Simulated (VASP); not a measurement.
A run of VASP 6.6.1 is set up as follows.

File INCAR:

```
SYSTEM = PtSe2
ALGO     = Normal         ! electronic algorithm
EDIFF    = 1E-7           ! SCF threshold, eV
ENCUT    = 520            ! plane-wave cutoff, eV
GGA      = RP             ! functional
ISIF     = 2              ! what is computed and relaxed
ISMEAR   = -1             ! smearing method
LASPH    = .True.         ! aspherical terms in the spheres
LCHARG   = .False.        ! write CHGCAR
LREAL    = .False.        ! projectors in reciprocal space
LWAVE    = .False.        ! write WAVECAR
NBANDS   = 18             ! bands
NELM     = 80             ! most SCF steps
PREC     = Accurate       ! precision mode
SIGMA    = 0.05           ! smearing width, eV
```

File KPOINTS:

```
k-points
0
Gamma
  8 8 5
  0 0 0
```

POSCAR

```
PtSe2
1.0
    3.7782516041      0.0000000000      0.0000000000
   -1.8891258021      3.2720618711      0.0000000000
    0.0000000000      0.0000000000      7.9665312598
Pt Se
1 2
Direct
    0.0000000000      0.0000000000      0.0000000000
    0.6666666667      0.3333333333      0.8355869720
    0.3333333333      0.6666666667      0.1644130280
```

Potentials or basis: VASP PAW PBE potentials, release 64 (Pt, Se).

The run is started by

```sh
$ cat potpaw_PBE.64/Pt/POTCAR potpaw_PBE.64/Se/POTCAR > POTCAR
$ mpirun -np 1 vasp_std > vasp.out
```

(1) Predict the band gap on the k mesh.

(2) Predict the largest force.

(3) Estimate the pressure.

## Answers

(1) 1.27 eV (least direct gap 1.44 eV).

(2) 0.008 eV/Å.

(3) -0.1 GPa.

Caveat: the PAW data sets were made with another functional, which shifts forces and pressure a little; spin-orbit coupling is left out, which moves the levels of the heavy elements; an odd mesh through Γ misses points on the zone boundary, where band edges can lie; this functional lacks dispersion, which binds the layers, so the pressure and a relaxed spacing across them are unreliable.
